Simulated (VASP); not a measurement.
# LiCl (Fm-3m) in VASP: notebook

Aim: see how the results for LiCl move with the level of theory and the settings. Levels: PBE-based screened hybrid with 50 % exact exchange, HSE06, PBE0. Tasks: single point.

All numbers are computed with VASP 6.6.1; they aren't measurements. Logs are shortened: lines on timing, memory, paths and dates and some standing lists are left out, and cuts for length are marked.

### Step 1. The cell of the first run

Symmetry: Fm-3m, No. 225, cubic system. The conventional cell has a = 5.130 Å, b = 5.130 Å, c = 5.130 Å, α = 90.00°, β = 90.00°, γ = 90.00°. Cl (site symmetry m-3m) has 6 Li at 2.56 Å within 3.4 Å. Li (site symmetry m-3m) has 6 Cl at 2.56 Å within 3.4 Å.

### Step 2. Single point, PBE-based screened hybrid with 50 % exact exchange

Input file POSCAR:

```
LiCl
1.0
    0.0000000000      2.5647700000      2.5647700000
    2.5647700000      0.0000000000      2.5647700000
    2.5647700000      2.5647700000      0.0000000000
Cl Li
1 1
Direct
    0.5000000000      0.5000000000      0.5000000000
    0.0000000000      0.0000000000      0.0000000000
```

Input file INCAR.step1:

```
SYSTEM = LiCl
  ALGO = Normal
  EDIFF = 1E-5
  ENCUT = 520
  GGA = PE
  ISIF = 2
  ISMEAR = -1
  LASPH = .True.
  LREAL = .False.
  LWAVE = .True.
  NBANDS = 12
  NELM = 100
  PREC = Accurate
  SIGMA = 0.05
```

Input file INCAR.step2:

```
SYSTEM = LiCl
  AEXX = 0.5
  ALGO = Normal
  EDIFF = 1E-6
  ENCUT = 520
  GGA = PE
  HFSCREEN = 0.2078699
  ISIF = 2
  ISMEAR = -1
  ISTART = 1
  LASPH = .True.
  LCHARG = .True.
  LELF = .True.
  LHFCALC = .True.
  LREAL = .False.
  LVHAR = .True.
  LWAVE = .False.
  NBANDS = 12
  NELM = 100
  PREC = Accurate
  PRECFOCK = Normal
  SIGMA = 0.05
```

Input file KPOINTS:

```
k-points
0
Gamma
  5 5 5
  0 0 0
```

Potentials or basis: VASP PAW PBE potentials, release 64 (Cl, Li_sv).

On the command line:

```
cat potpaw_PBE.64/Cl/POTCAR potpaw_PBE.64/Li_sv/POTCAR > POTCAR
cp INCAR.step1 INCAR
mpirun -np 1 vasp_std > vasp.out
cp INCAR.step2 INCAR
mpirun -np 1 vasp_std > vasp.out
```

OUTCAR:

```text
SYSTEM = LiCl
   AEXX = 0.5
   EDIFF = 1E-6
   ENCUT = 520
   GGA = PE
   HFSCREEN = 0.2078699
   ISIF = 2
   ISMEAR = -1
   ISTART = 1
   LASPH = .True.
   LHFCALC = .True.
   LREAL = .False.
   NELM = 100
   PREC = Accurate
   PRECFOCK = Normal

 ion  position               nearest neighbor table
   1  0.500  0.500  0.500-   2 2.56   2 2.56   2 2.56   2 2.56   2 2.56   2 2.56
   2  0.000  0.000  0.000-   1 2.56   1 2.56   1 2.56   1 2.56   1 2.56   1 2.56

  LATTYP: Found a face centered cubic cell.
 ALAT       =     5.1295400000

  Lattice vectors:

 A1 = (   0.0000000000,   2.5647700000,   2.5647700000)
 A2 = (   2.5647700000,   0.0000000000,   2.5647700000)
 A3 = (   2.5647700000,   2.5647700000,   0.0000000000)

Analysis of symmetry for initial positions (statically):
=====================================================================
 Subroutine PRICEL returns:
 Original cell was already a primitive cell.

 Routine SETGRP: Setting up the symmetry group for a
 face centered cubic supercell.

 Subroutine GETGRP returns: Found 48 space group operations
 (whereof 48 operations were pure point group operations)
 out of a pool of 48 trial point group operations.

The static configuration has the point symmetry O_h .

Analysis of symmetry for dynamics (positions and initial velocities):
=====================================================================
 Subroutine PRICEL returns:
 Original cell was already a primitive cell.

 Routine SETGRP: Setting up the symmetry group for a
 face centered cubic supercell.

 Subroutine GETGRP returns: Found 48 space group operations
 (whereof 48 operations were pure point group operations)
 out of a pool of 48 trial point group operations.

The dynamic configuration has the point symmetry O_h .

 Subroutine INISYM returns: Found 48 space group operations
 (whereof 48 operations are pure point group operations),
 and found     1 'primitive' translations

----------------------------------------------------------------------------------------

                                     Primitive cell

  volume of cell :      33.7423

  direct lattice vectors                    reciprocal lattice vectors
     0.000000000  2.564770000  2.564770000    -0.194949255  0.194949255  0.194949255
     2.564770000  0.000000000  2.564770000     0.194949255 -0.194949255  0.194949255
     2.564770000  2.564770000  0.000000000     0.194949255  0.194949255 -0.194949255

  length of vectors
     3.627132518  3.627132518  3.627132518     0.337662014  0.337662014  0.337662014

  position of ions in fractional coordinates (direct lattice)
     0.500000000  0.500000000  0.500000000
     0.000000000  0.000000000  0.000000000

  ion indices of the primitive-cell ions
   primitive index   ion index
                 1           1
                 2           2

----------------------------------------------------------------------------------------

 KPOINTS: k-points

Automatic generation of k-mesh.
 Grid dimensions read from file:
 generate k-points for:    5    5    5

 Generating k-lattice:

  Cartesian coordinates                     Fractional coordinates (reciprocal lattice)
    -0.038989851  0.038989851  0.038989851     0.200000000  0.000000000  0.000000000
     0.038989851 -0.038989851  0.038989851     0.000000000  0.200000000  0.000000000
     0.038989851  0.038989851 -0.038989851     0.000000000  0.000000000  0.200000000

  Length of vectors
     0.067532403  0.067532403  0.067532403

  Shift w.r.t. Gamma in fractional coordinates (k-lattice)
     0.000000000  0.000000000  0.000000000

 Subroutine IBZKPT returns following result:
 ===========================================

 Found     10 irreducible k-points:

 Following reciprocal coordinates:
            Coordinates               Weight
  0.000000  0.000000  0.000000      1.000000
  0.200000  0.000000  0.000000      8.000000
  0.400000  0.000000  0.000000      8.000000
  0.200000  0.200000  0.000000      6.000000
  0.400000  0.200000  0.000000     24.000000
 -0.400000  0.200000  0.000000     24.000000
 -0.200000  0.200000  0.000000     12.000000
  0.400000  0.400000  0.000000      6.000000
 -0.400000  0.400000  0.000000     12.000000
 -0.400000  0.400000  0.200000     24.000000
   k-points           NKPTS =     10   k-points in BZ     NKDIM =    125   number of bands    NBANDS=     12
   number of dos      NEDOS =    301   number of ions     NIONS =      2
   total plane-waves  NPLWV =  21952
   dimension x,y,z NGX =    28 NGY =   28 NGZ =   28
   dimension x,y,z NGXF=    56 NGYF=   56 NGZF=   56
   ions per type =               1   1
   NGX,Y,Z   is equivalent  to a cutoff of  12.83, 12.83, 12.83 a.u.
   NGXF,Y,Z  is equivalent  to a cutoff of  25.67, 25.67, 25.67 a.u.
 SYSTEM =  LiCl
   PREC   = accura    normal or accurate (medium, high low for compatibility)
   ISTART =      1    job   : 0-new  1-cont  2-samecut
   ICHARG =      0    charge: 1-file 2-atom 10-const
   ISPIN  =      1    spin polarized calculation?
   LNONCOLLINEAR =      F non collinear calculations
   LSORBIT =      F    spin-orbit coupling
   LASPH  =      T    aspherical Exc in radial PAW
   ENCUT  =  520.0 eV  38.22 Ry    6.18 a.u.   6.74  6.74  6.74*2*pi/ulx,y,z
   NELM   =    100;   NELMIN=  2; NELMDL=  0     # of ELM steps
   EDIFF  = 0.1E-05   stopping-criterion for ELM
   LREAL  =      F    real-space projection
   EDIFFG = 0.1E-04   stopping-criterion for IOM
   NSW    =      0    number of steps for IOM
   IBRION =     -1    ionic relax: 0-MD 1-quasi-New 2-CG
   NFREE  =      0    steps in history (QN), initial steepest desc. (CG)
   ISIF   =      2    stress and relaxation
   ISYM   =      3    0-nonsym 1-usesym 2-fastsym
   POTIM  = 0.5000    time-step for ionic-motion
   TEBEG  =    0.0;   TEEND  =   0.0 temperature during run
   PSTRESS=    0.0 pullay stress
   NELECT =      10.0000    total number of electrons
   NUPDOWN=      -1.0000    fix difference up-down
   EMIN   =  10.00;   EMAX   =-10.00  energy-range for DOS
   EFERMI =   0.00;   METHOD = LEGACY
   ISMEAR =    -1;   SIGMA  =   0.05  broadening in eV -4-tet -1-fermi 0-gaus
   EFERMI_NEDOS =   21; number of points for ismear=-14 and -15
   IALGO  =     38    algorithm
   IMIX   =      1    mixing-type and parameters
     AMIX     =   0.40;   BMIX     =  1.00
     AMIX_MAG =   1.60;   BMIX_MAG =  1.00
  volume/ion in A,a.u.               =      16.87       113.85
  Fermi-wavevector in a.u.,A,eV,Ry     =   1.091482  2.062601 16.209056  1.191332
  Thomas-Fermi vector in A             =   2.227728
   LORBIT       =      0    0 simple, 1 ext, 2 COOP (PROOUT), +10 PAW based schemes
   GGA     = PE    functional components
   LHFCALC =     T    Hartree Fock is set to
   PRECFOCK=normal    Normal, Fast or Accurate (Low or Medium for compatibility)
   ENCUT4O =  -1.0   cutoff for four orbital integrals eV
   NKREDX  =     1    reduce k-point grid by
   NKREDY  =     1    reduce k-point grid by
   NKREDZ  =     1    reduce k-point grid by
   AEXX    =    0.5000 exact exchange contribution
   HFSCREEN=    0.2079 screening length (either q_TF or 0.3 A-1)
   HFSCREENC=   0.2079 screening length for correlation (either q_TF or 0.3 A-1)
   ENCUTFOCK=  -1.0 apply spherical cutoff to Coloumb kernel
   IVDW    =     0    specifies the selected vdW correction
   LEPSILON=     F    determine dielectric tensor
   LRPA    =     F    only Hartree local field effects (RPA)
 non-spin polarized calculation
  energy-cutoff  :      520.00
  volume of cell :       33.74
 maximum number of plane-waves:       922
  NGX = 24; NGY = 24; NGZ = 24

 number of electron      10.0000005 magnetization

 Free energy of the ion-electron system (eV)
  ---------------------------------------------------
  ext. energy  EPLUGINS =         0.00000000
  ---------------------------------------------------
  free energy    TOTEN  =        -9.56266897 eV

  energy without entropy =       -9.56266897  energy(sigma->0) =       -9.56266897

 E-fermi :  -0.1897     XC(G=0):  -5.7956

 val. band max:       -1.3675952838   @ k =   0.0000   0.0000   0.0000
 cond. band min:       7.7868785564   @ k =   0.0000   0.0000   0.0000
 fundamental gap:      9.1544738402
 Fermi energy:        -0.1896515582

 k-point     1 :       0.0000    0.0000    0.0000
  band No.  band energies     occupation
      1     -50.3869      2.00000
      2     -17.2756      2.00000
      3      -1.3676      2.00000
      4      -1.3676      2.00000
      5      -1.3676      2.00000
      6       7.7869      0.00000
      7      13.6378      0.00000
      8      13.6378      0.00000
      9      13.6378      0.00000
     10      16.5590      0.00000
     11      16.5598      0.00000
     12      16.5837      0.00000

 k-point     2 :       0.2000    0.0000    0.0000
  band No.  band energies     occupation
      1     -50.3859      2.00000
      2     -17.0592      2.00000
      3      -2.6612      2.00000
      4      -1.4808      2.00000
      5      -1.4808      2.00000
      6       8.6542      0.00000
      7      12.5053      0.00000
      8      12.9330      0.00000
      9      12.9331      0.00000
     10      15.3170      0.00000
     11      15.3170      0.00000
     12      17.2912      0.00000

 k-point     3 :       0.4000    0.0000    0.0000
  band No.  band energies     occupation
      1     -50.3841      2.00000
      2     -16.6707      2.00000
      3      -4.3626      2.00000
      4      -1.6501      2.00000
      5      -1.6501      2.00000
      6       8.2898      0.00000
      7      11.3582      0.00000
      8      11.3582      0.00000
      9      14.4330      0.00000
     10      18.2829      0.00000
     11      18.2829      0.00000
     12      18.3065      0.00000
[... 76 lines left out ...]
 k-point     9 :      -0.4000    0.4000    0.0000
  band No.  band energies     occupation
      1     -50.3822      2.00000
      2     -16.3304      2.00000
      3      -4.3609      2.00000
      4      -3.1920      2.00000
      5      -2.4251      2.00000
      6       9.5115      0.00000
      7      10.9594      0.00000
      8      13.6659      0.00000
      9      14.2412      0.00000
     10      15.9781      0.00000
     11      19.8192      0.00000
     12      21.2634      0.00000

 k-point    10 :      -0.4000    0.4000    0.2000
  band No.  band energies     occupation
      1     -50.3825      2.00000
      2     -16.3937      2.00000
      3      -4.0242      2.00000
      4      -3.3254      2.00000
      5      -2.3577      2.00000
      6      10.8605      0.00000
      7      11.2796      0.00000
      8      11.4277      0.00000
      9      13.6464      0.00000
     10      16.9475      0.00000
     11      18.6609      0.00000
     12      21.2313      0.00000

------------------------ aborting loop because EDIFF is reached ----------------------------------------

  FORCE on cell =-STRESS in cart. coord.  units (eV):
  Direction    XX          YY          ZZ          XY          YZ          ZX
  --------------------------------------------------------------------------------------
  -------------------------------------------------------------------------------------
  Total       -0.2122197     -0.2122197     -0.2122197      0.0000000     -0.0000000      0.0000000
  in kB      -10.0767632    -10.0767632    -10.0767632      0.0000000     -0.0000000      0.0000000
  external PRESSURE =     -10.0767632 kB  Pullay stress =       0.0000000 kB

 VOLUME and BASIS-vectors are now :
 -----------------------------------------------------------------------------
  energy-cutoff  :      520.00
  volume of cell :       33.74
      direct lattice vectors                 reciprocal lattice vectors
     0.000000000  2.564770000  2.564770000    -0.194949255  0.194949255  0.194949255
     2.564770000  0.000000000  2.564770000     0.194949255 -0.194949255  0.194949255
     2.564770000  2.564770000  0.000000000     0.194949255  0.194949255 -0.194949255

 POSITION                                       TOTAL-FORCE (eV/Angst)
 -----------------------------------------------------------------------------------
      2.56477      2.56477      2.56477        -0.000000     -0.000000     -0.000000
      0.00000      0.00000      0.00000         0.000000      0.000000      0.000000
 -----------------------------------------------------------------------------------
    total drift:                               -0.000001     -0.000001     -0.000001

  FREE ENERGIE OF THE ION-ELECTRON SYSTEM (eV)
  ---------------------------------------------------
  free  energy   TOTEN  =        -9.5626689706 eV

  energy  without entropy=       -9.5626689706  energy(sigma->0) =       -9.56266897
```

Run time: 8.9 min. Hardware: 1 thread of Intel Xeon 8259CL, shared host; peak memory 0.26 GiB.

What came out:

* Free energy: -9.5627 eV
* Band gap on the k mesh: 9.15 eV

Caveat: the k points lie up to 0.42 Å⁻¹ apart; the cutoff is under 1.25 times the usual one of these potentials, so pressure, stress and relaxed cells hold a basis-set (Pulay) error; the PAW data sets were made with another functional, which shifts forces and pressure a little.

### Step 3. Single point, HSE06

POSCAR is that of step 2.

Input file INCAR.step1:

```
SYSTEM = LiCl
PREC = Accurate
ENCUT = 520
EDIFF = 1E-5
ISMEAR = -1
SIGMA = 0.05
LREAL = .FALSE.
LASPH = .TRUE.
NELM = 60
ALGO = Normal
ISIF = 2
LWAVE = .TRUE.
LCHARG = .FALSE.
NBANDS = 12
GGA = PE
```

Input file INCAR.step2:

```
SYSTEM = LiCl
PREC = Accurate
ENCUT = 520
EDIFF = 1E-6
ISMEAR = -1
SIGMA = 0.05
LREAL = .FALSE.
LASPH = .TRUE.
NELM = 60
ALGO = Normal
ISIF = 2
LWAVE = .FALSE.
LCHARG = .FALSE.
GGA = PE
LHFCALC = .TRUE.
HFSCREEN = 0.2079
PRECFOCK = Normal
NBANDS = 12
ISTART = 1
```

Input file KPOINTS:

```
regular mesh
0
G
  5 5 5
  0 0 0
```

Potentials or basis: VASP PAW PBE potentials, release 64 (Cl, Li_sv).

On the command line:

```
cat potpaw_PBE.64/Cl/POTCAR potpaw_PBE.64/Li_sv/POTCAR > POTCAR
cp INCAR.step1 INCAR
mpirun -np 1 vasp_std > vasp.out
cp INCAR.step2 INCAR
mpirun -np 1 vasp_std > vasp.out
```

It took 7.3 min on 1 thread of Intel Xeon 8259CL, shared host; peak memory 0.26 GiB.

Results (log left out):

| Quantity | Value |
| --- | --- |
| Free energy | -8.4585 eV |
| Band gap on the k mesh | 7.73 eV |

Levels at points of the mesh, in eV from the valence-band top:
| k point | band 1 | band 2 | band 3 | band 4 | band 5 | band 6 | band 7 | band 8 | band 9 | band 10 |
| --- | --- | --- | --- | --- | --- | --- | --- | --- | --- | --- |
| (0.00, 0.00, 0.00) | -46.27 | -14.66 | 0.00 | 0.00 | 0.00 | 7.73 | 13.46 | 13.46 | 13.46 | 16.22 |

Caveat: the k points lie up to 0.42 Å⁻¹ apart; the cutoff is under 1.25 times the usual one of these potentials, so pressure, stress and relaxed cells hold a basis-set (Pulay) error; the PAW data sets were made with another functional, which shifts forces and pressure a little.

[end of part 1 of 2]
